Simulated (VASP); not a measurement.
# NdS5 (F-43m) in VASP: relaxation of cell and atoms with PBE

Aim: the relaxation of cell and atoms of NdS5 with PBE.

Everything below comes from runs of VASP 6.6.1. Logs are shortened: lines on timing, memory, paths and dates and some standing lists are left out, and cuts for length are marked.

## Step 1: The cell of the first run

The structure is cubic, space group F-43m (No. 216). Conventional cell: a = 7.617 Å, b = 7.617 Å, c = 7.617 Å, α = 90.00°, β = 90.00°, γ = 90.00°. Within 4.2 Å of Nd (site symmetry -43m) lie 16 S at 3.16 to 3.30 Å. S (site symmetry -43m) has 12 S at 3.15 Å and 4 Nd at 3.30 Å within 4.2 Å. S (site symmetry 3m) has 9 S at 2.66 to 3.15 Å and 3 Nd at 3.16 Å within 3.5 Å.

The cell was built from a structure type or drawn by symmetry, and may not be a known phase.

## Step 2: Relaxation of cell and atoms, PBE

Input file INCAR:

```
PREC     = Accurate       # precision mode
ENCUT    = 600            # plane-wave cutoff, eV
EDIFF    = 1E-6           # SCF threshold, eV
ISMEAR   = 0              # smearing method
SIGMA    = 0.1            # smearing width, eV
LREAL    = False          # projectors in reciprocal space
LASPH    = True           # aspherical terms in the spheres
NELM     = 60             # most SCF steps
ALGO     = Normal         # electronic algorithm
ISIF     = 3              # what is computed and relaxed
LWAVE    = False          # write WAVECAR
LCHARG   = False          # write CHGCAR
GGA      = PE             # functional
IBRION   = 2              # ionic algorithm
NSW      = 100            # ionic steps
EDIFFG   = -0.01          # ionic threshold
```

Input file KPOINTS:

```
regular mesh
0
Gamma
  8 8 8
```

Input file POSCAR:

```
NdS5
1.0
    0.0000000000      3.8082524325      3.8082524325
    3.8082524325      0.0000000000      3.8082524325
    3.8082524325      3.8082524325      0.0000000000
Nd S
1 5
Direct
    0.0000000000      0.0000000000      0.0000000000
    0.7500000000      0.7500000000      0.7500000000
    0.8704496282      0.3765167906      0.3765167906
    0.3765167906      0.3765167906      0.3765167906
    0.3765167906      0.8704496282      0.3765167906
    0.3765167906      0.3765167906      0.8704496282
```

Potentials or basis: VASP PAW PBE potentials, release 64 (Nd, S).

Run with:

```sh
> cat potpaw_PBE.64/Nd/POTCAR potpaw_PBE.64/S/POTCAR > POTCAR
> mpirun -np 1 vasp_std > vasp.out
```

OUTCAR:

```text
PREC = Accurate
   ENCUT = 600
   EDIFF = 1E-6
   ISMEAR = 0
   LREAL = False
   LASPH = True
   NELM = 60
   ISIF = 3
   GGA = PE
   IBRION = 2
   NSW = 100
   EDIFFG = -0.01

 ion  position               nearest neighbor table
   1  0.000  0.000  0.000-   3 3.16   5 3.16   6 3.16   6 3.16   4 3.16   5 3.16   3 3.16   4 3.16
                             6 3.16   4 3.16   5 3.16   3 3.16
   2  0.750  0.750  0.750-
   3  0.870  0.377  0.377-   4 2.66   5 2.66   6 2.66   4 2.73   6 2.73   5 2.73   1 3.16   1 3.16
                             1 3.16
   4  0.377  0.377  0.377-   3 2.66   5 2.66   6 2.66   6 2.73   5 2.73   3 2.73   1 3.16   1 3.16
                             1 3.16
   5  0.377  0.870  0.377-   3 2.66   4 2.66   6 2.66   6 2.73   4 2.73   3 2.73   1 3.16   1 3.16
                             1 3.16
   6  0.377  0.377  0.870-   3 2.66   4 2.66   5 2.66   4 2.73   5 2.73   3 2.73   1 3.16   1 3.16
                             1 3.16

  LATTYP: Found a face centered cubic cell.
 ALAT       =     7.6165048650

  Lattice vectors:

 A1 = (   0.0000000000,   3.8082524325,   3.8082524325)
 A2 = (   3.8082524325,   0.0000000000,   3.8082524325)
 A3 = (   3.8082524325,   3.8082524325,   0.0000000000)

Analysis of symmetry for initial positions (statically):
=====================================================================
 Subroutine PRICEL returns:
 Original cell was already a primitive cell.

 Routine SETGRP: Setting up the symmetry group for a
 face centered cubic supercell.

 Subroutine GETGRP returns: Found 24 space group operations
 (whereof 24 operations were pure point group operations)
 out of a pool of 48 trial point group operations.

The static configuration has the point symmetry T_d .

Analysis of symmetry for dynamics (positions and initial velocities):
=====================================================================
 Subroutine PRICEL returns:
 Original cell was already a primitive cell.

 Routine SETGRP: Setting up the symmetry group for a
 face centered cubic supercell.

 Subroutine GETGRP returns: Found 24 space group operations
 (whereof 24 operations were pure point group operations)
 out of a pool of 48 trial point group operations.

The dynamic configuration has the point symmetry T_d .

 Subroutine INISYM returns: Found 24 space group operations
 (whereof 24 operations are pure point group operations),
 and found     1 'primitive' translations

----------------------------------------------------------------------------------------

                                     Primitive cell

  volume of cell :     110.4605

  direct lattice vectors                    reciprocal lattice vectors
     0.000000000  3.808252432  3.808252432    -0.131293818  0.131293818  0.131293818
     3.808252432  0.000000000  3.808252432     0.131293818 -0.131293818  0.131293818
     3.808252432  3.808252432  0.000000000     0.131293818  0.131293818 -0.131293818

  length of vectors
     5.385682239  5.385682239  5.385682239     0.227407563  0.227407563  0.227407563

  position of ions in fractional coordinates (direct lattice)
     0.000000000  0.000000000  0.000000000
     0.750000000  0.750000000  0.750000000
     0.870449628  0.376516791  0.376516791
     0.376516791  0.376516791  0.376516791
     0.376516791  0.870449628  0.376516791
     0.376516791  0.376516791  0.870449628

  ion indices of the primitive-cell ions
   primitive index   ion index
                 1           1
                 2           2
                 3           3
                 4           4
                 5           5
                 6           6

----------------------------------------------------------------------------------------

 KPOINTS: regular mesh

Automatic generation of k-mesh.
 Grid dimensions read from file:
 generate k-points for:    8    8    8

 Generating k-lattice:

  Cartesian coordinates                     Fractional coordinates (reciprocal lattice)
    -0.016411727  0.016411727  0.016411727     0.125000000  0.000000000  0.000000000
     0.016411727 -0.016411727  0.016411727     0.000000000  0.125000000  0.000000000
     0.016411727  0.016411727 -0.016411727     0.000000000  0.000000000  0.125000000

  Length of vectors
     0.028425945  0.028425945  0.028425945

  Shift w.r.t. Gamma in fractional coordinates (k-lattice)
     0.000000000  0.000000000  0.000000000

 Subroutine IBZKPT returns following result:
 ===========================================

 Found     29 irreducible k-points:

 Following reciprocal coordinates:
            Coordinates               Weight
  0.000000  0.000000  0.000000      1.000000
  0.125000  0.000000  0.000000      8.000000
  0.250000  0.000000  0.000000      8.000000
  0.375000  0.000000  0.000000      8.000000
  0.500000  0.000000  0.000000      4.000000
  0.125000  0.125000  0.000000      6.000000
[... 16 lines left out ...]
  0.500000  0.250000  0.125000     48.000000
 -0.375000  0.250000  0.125000     24.000000
 [... further k-points ...]
   k-points           NKPTS =     29   k-points in BZ     NKDIM =     29   number of bands    NBANDS=     26
   number of dos      NEDOS =    301   number of ions     NIONS =      6
   total plane-waves  NPLWV = 110592
   dimension x,y,z NGX =    48 NGY =   48 NGZ =   48
   dimension x,y,z NGXF=    96 NGYF=   96 NGZF=   96
   ions per type =               1   5
   NGX,Y,Z   is equivalent  to a cutoff of  14.82, 14.82, 14.82 a.u.
   NGXF,Y,Z  is equivalent  to a cutoff of  29.63, 29.63, 29.63 a.u.
 SYSTEM =  unknown system
   PREC   = accura    normal or accurate (medium, high low for compatibility)
   ISTART =      0    job   : 0-new  1-cont  2-samecut
   ICHARG =      2    charge: 1-file 2-atom 10-const
   ISPIN  =      1    spin polarized calculation?
   LNONCOLLINEAR =      F non collinear calculations
   LSORBIT =      F    spin-orbit coupling
   LASPH  =      T    aspherical Exc in radial PAW
   ENCUT  =  600.0 eV  44.10 Ry    6.64 a.u.  10.76 10.76 10.76*2*pi/ulx,y,z
   NELM   =     60;   NELMIN=  2; NELMDL= -5     # of ELM steps
   EDIFF  = 0.1E-05   stopping-criterion for ELM
   LREAL  =      F    real-space projection
   EDIFFG = -.1E-01   stopping-criterion for IOM
   NSW    =    100    number of steps for IOM
   IBRION =      2    ionic relax: 0-MD 1-quasi-New 2-CG
   NFREE  =      1    steps in history (QN), initial steepest desc. (CG)
   ISIF   =      3    stress and relaxation
   ISYM   =      2    0-nonsym 1-usesym 2-fastsym
   POTIM  = 0.5000    time-step for ionic-motion
   TEBEG  =    0.0;   TEEND  =   0.0 temperature during run
   PSTRESS=    0.0 pullay stress
   NELECT =      44.0000    total number of electrons
   NUPDOWN=      -1.0000    fix difference up-down
   EMIN   =  10.00;   EMAX   =-10.00  energy-range for DOS
   EFERMI =   0.00;   METHOD = LEGACY
   ISMEAR =     0;   SIGMA  =   0.10  broadening in eV -4-tet -1-fermi 0-gaus
   EFERMI_NEDOS =   21; number of points for ismear=-14 and -15
   IALGO  =     38    algorithm
   IMIX   =      4    mixing-type and parameters
     AMIX     =   0.40;   BMIX     =  1.00
     AMIX_MAG =   1.60;   BMIX_MAG =  1.00
  volume/ion in A,a.u.               =      18.41       124.24
  Fermi-wavevector in a.u.,A,eV,Ry     =   1.204546  2.276262 19.741110  1.450931
  Thomas-Fermi vector in A             =   2.340268
   LORBIT       =      0    0 simple, 1 ext, 2 COOP (PROOUT), +10 PAW based schemes
   GGA     = PE    functional components
   LHFCALC =     F    Hartree Fock is set to
   AEXX    =    0.0000 exact exchange contribution
   IVDW    =     0    specifies the selected vdW correction
   LEPSILON=     F    determine dielectric tensor
   LRPA    =     F    only Hartree local field effects (RPA)
 conjugate gradient relaxation of ions
 non-spin polarized calculation
 Gauss-broadening in eV      SIGMA  =   0.10
  energy-cutoff  :      600.00
  volume of cell :      110.46
 maximum number of plane-waves:      3708
 NGX is ok and might be reduce to    48
   NGX = 21   NGY = 21   NGZ = 21

--------------------------------------- Ionic step        1  -------------------------------------------

 number of electron      43.9999998 magnetization

 Free energy of the ion-electron system (eV)
  ---------------------------------------------------
  ext. energy  EPLUGINS =         0.00000000
  ---------------------------------------------------
  free energy    TOTEN  =       -26.10718709 eV

  energy without entropy =      -26.02877126  energy(sigma->0) =      -26.06797917

------------------------ aborting loop because EDIFF is reached ----------------------------------------

  FORCE on cell =-STRESS in cart. coord.  units (eV):
  Direction    XX          YY          ZZ          XY          YZ          ZX
  --------------------------------------------------------------------------------------
  -------------------------------------------------------------------------------------
  Total       -2.9269266     -2.9269266     -2.9269266     -0.0000000      0.0000000      0.0000000
  in kB      -42.4536696    -42.4536696    -42.4536696     -0.0000000      0.0000000      0.0000000
  external PRESSURE =     -42.4536696 kB  Pullay stress =       0.0000000 kB
[... 101 lines left out ...]
  FREE ENERGIE OF THE ION-ELECTRON SYSTEM (eV)
  ---------------------------------------------------
  free  energy   TOTEN  =       -26.2159589080 eV

  energy  without entropy=      -26.1464159944  energy(sigma->0) =      -26.18118745

[... ionic steps 4 to 7 ...]

--------------------------------------- Ionic step        8  -------------------------------------------

 number of electron      44.0000002 magnetization

------------------------ aborting loop because EDIFF is reached ----------------------------------------

  FORCE on cell =-STRESS in cart. coord.  units (eV):
  Direction    XX          YY          ZZ          XY          YZ          ZX
  --------------------------------------------------------------------------------------
  -------------------------------------------------------------------------------------
  Total       -0.0807563     -0.0807563     -0.0807563      0.0000000      0.0000000      0.0000000
  in kB       -1.2445361     -1.2445361     -1.2445361      0.0000000      0.0000000      0.0000000
  external PRESSURE =      -1.2445361 kB  Pullay stress =       0.0000000 kB
[... 65 lines left out ...]
  energy  without entropy=      -26.1536236979  energy(sigma->0) =      -26.18806147

--------------------------------------- Ionic step       10  -------------------------------------------

 number of electron      44.0000002 magnetization

 Free energy of the ion-electron system (eV)
  ---------------------------------------------------
  ext. energy  EPLUGINS =         0.00000000
  ---------------------------------------------------
  free energy    TOTEN  =       -26.22249014 eV

  energy without entropy =      -26.15365658  energy(sigma->0) =      -26.18807336

 E-fermi :   7.4267     XC(G=0): -11.1821

 val. band max:        7.3818966437   @ k =   0.5000   0.0000   0.0000
 cond. band min:       7.4438721170   @ k =  -0.2500   0.5000   0.2500
 fundamental gap:      0.0619754733
 Fermi energy:         7.4266726448

 k-point     1 :       0.0000    0.0000    0.0000
  band No.  band energies     occupation
      1     -29.4406      2.00000
      2     -10.7109      2.00000
      3     -10.7109      2.00000
      4     -10.7109      2.00000
      5      -9.1007      2.00000
      6      -4.4163      2.00000
[... 685 lines left out ...]
     25       7.6149      0.00777
     26       7.6766      0.00041

 [... further k-points ...]
[... 5 lines left out ...]
  --------------------------------------------------------------------------------------
  -------------------------------------------------------------------------------------
  Total        0.0521433      0.0521433      0.0521433      0.0000000      0.0000000     -0.0000000
  in kB        0.8050692      0.8050692      0.8050692      0.0000000      0.0000000     -0.0000000
  external PRESSURE =       0.8050692 kB  Pullay stress =       0.0000000 kB
[... 21 lines left out ...]
  FREE ENERGIE OF THE ION-ELECTRON SYSTEM (eV)
  ---------------------------------------------------
  free  energy   TOTEN  =       -26.2224901385 eV

  energy  without entropy=      -26.1536565770  energy(sigma->0) =      -26.18807336

 reached required accuracy - stopping structural energy minimisation
```

It took 14 min on 1 thread of Intel Xeon 6975P-C (Granite Rapids), shared host; peak memory 0.43 GiB.

Results:

```
Free energy                           : -26.2225 eV
Relaxed volume                        : 17.30 Å³/atom
Relaxed cell                          : a = 5.275 Å, b = 5.275 Å, c = 5.275 Å, α = 60.00°, β = 60.00°, γ = 60.00°
Space group after relaxing (to 0.1 Å) : F-43m (No. 216)
Energy gained by relaxing             : 19.2 meV/atom
Ionic steps                           : 10
Pressure after relaxing               : 0.1 GPa
Largest force after relaxing          : 0.006 eV/Å
Band gap on the k mesh                : zero (bands 22 and 23 overlap by 0.16 eV)
```

Forces on the atoms (eV/Å):
```
Nd   0.000  0.000  0.000
S    0.000  0.000  0.000
S    0.004 -0.004 -0.004
S    0.004  0.004  0.004
S   -0.004  0.004 -0.004
S   -0.004 -0.004  0.004
```

Step by step:
| step | energy change (eV) | largest force (eV/Å) | pressure (GPa) | volume (Å³) |
| --- | --- | --- | --- | --- |
| 1 | 0.0000 | 0.3083 | -4.25 | 110.46 |
| 2 | -0.1076 | 0.1862 | 0.79 | 102.84 |
| 3 | -0.1088 | 0.2000 | 0.27 | 103.48 |
| 4 | -0.1144 | 0.0684 | 0.18 | 103.62 |
| 5 | -0.1153 | 0.0053 | 0.12 | 103.69 |
| 6 | -0.1153 | 0.0002 | 0.14 | 103.70 |
| 7 | -0.1153 | 0.0059 | 0.14 | 103.71 |
| 8 | -0.1153 | 0.0033 | -0.12 | 103.96 |
| 9 | -0.1153 | 0.0053 | -0.14 | 103.83 |
| 10 | -0.1153 | 0.0064 | 0.08 | 103.77 |

Final structure:
```
Nd S
1.0
     0.00000    3.72977    3.72977
     3.72977    0.00000    3.72977
     3.72977    3.72977    0.00000
Nd S
1 5
Direct
  0.00000 0.00000 0.00000
  0.75000 0.75000 0.75000
  0.87728 0.37424 0.37424
  0.37424 0.37424 0.37424
  0.37424 0.87728 0.37424
  0.37424 0.37424 0.87728
```

Levels at points of the mesh, in eV from the Fermi level:
| k point | band 20 | band 21 | band 22 | band 23 | band 24 | band 25 |
| --- | --- | --- | --- | --- | --- | --- |
| (0.00, 0.00, 0.00) | -0.11 | -0.11 | 0.18 | 0.18 | 0.18 | 0.20 |
| (0.50, 0.00, 0.00) | -0.28 | -0.28 | -0.04 | 0.11 | 0.11 | 0.15 |
| (0.50, 0.50, 0.00) | -1.08 | -0.70 | -0.70 | 0.07 | 0.07 | 0.13 |

Caveat: spin-orbit coupling is left out, which moves the levels of the heavy elements; the run has no spin polarisation, though such a crystal can be magnetic; semilocal functionals describe open f shells poorly, which spoils levels, moments and volumes. With open d or f shells a metallic result of PBE can be an artefact of self-interaction; +U or a hybrid may open a gap.
